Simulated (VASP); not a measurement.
Wanted: the native input for a VASP 6.6.1 run.

- Task: relaxation of cell and atoms
- Functional: PBE
- Potentials or basis: VASP PAW PBE potentials, release 64 (Sr_sv, Ti_sv, O)
- Cutoff: 600 eV
- k mesh: 6 × 6 × 6
- Occupations: gaussian, width 0.1 eV
- Spin: collinear spin
- Starting moments: [0.0, 1.0, 0.0, 0.0, 0.0] μB
- Dipole correction: no
- Further INCAR settings: ALGO = Normal; EDIFF = 1e-07; IBRION = 2; EDIFFG = -0.04; NSW = 90; ISIF = 3

The structure of SrTiO3 lies in POSCAR:

```
SrTiO3
1.0
    2.4696084100      1.4258290800      3.3543396500
   -2.4696084100      1.4258290800      3.3543396500
    0.0000000000     -2.8516581700      3.3543396500
Sr Ti O
1 1 3
Direct
    0.5000000000      0.5000000000      0.5000000000
    0.0000000000      0.0000000000      0.0000000000
    0.0000000000      0.0000000000      0.5000000000
    0.5000000000      0.0000000000      0.0000000000
    0.0000000000      0.5000000000      0.0000000000
```

The cell was generated, and may not be a known phase.

These files were run (other wordings do the same):

INCAR

```
SYSTEM = SrTiO3
PREC = Accurate
ENCUT = 600
EDIFF = 1E-7
ISMEAR = 0
SIGMA = 0.1
LREAL = .FALSE.
LASPH = .TRUE.
NELM = 150
ALGO = Normal
ISIF = 3
LWAVE = .FALSE.
LCHARG = .FALSE.
ISPIN = 2
MAGMOM = 0 1 0 0 0
LORBIT = 11
LMAXMIX = 4
GGA = PE
IBRION = 2
NSW = 90
EDIFFG = -0.04
```

KPOINTS

```
Automatic mesh
0
G
  6 6 6
  0 0 0
```

Potentials or basis: VASP PAW PBE potentials, release 64 (Sr_sv, Ti_sv, O).

Command:

```bash
$ cat potpaw_PBE.64/Sr_sv/POTCAR potpaw_PBE.64/Ti_sv/POTCAR potpaw_PBE.64/O/POTCAR > POTCAR
$ mpirun -np 1 vasp_std > vasp.out
```

Results of the run:

- Relaxed volume: 12.23 Å³/atom
- Relaxed cell: a = 3.940 Å, b = 3.940 Å, c = 3.940 Å, α = 90.04°, β = 90.04°, γ = 90.04°
- Space group after relaxing (to 0.1 Å): Pm-3m (No. 221)
- Energy gained by relaxing: 1346.6 meV/atom
- Ionic steps: 8
- Pressure after relaxing: 0.0 GPa
- Band gap on the k mesh: 1.80 eV (least direct gap 2.17 eV)
- Net moment: 0.00 μB per cell
- Valence electrons inside the program's atomic spheres: Sr 7.98; Ti 10.25; O 5.04

Wall time 8.5 min on 1 thread of AMD EPYC 9R45 96-Core Processor (Zen 5), on a shared host, peak memory 0.29 GiB.
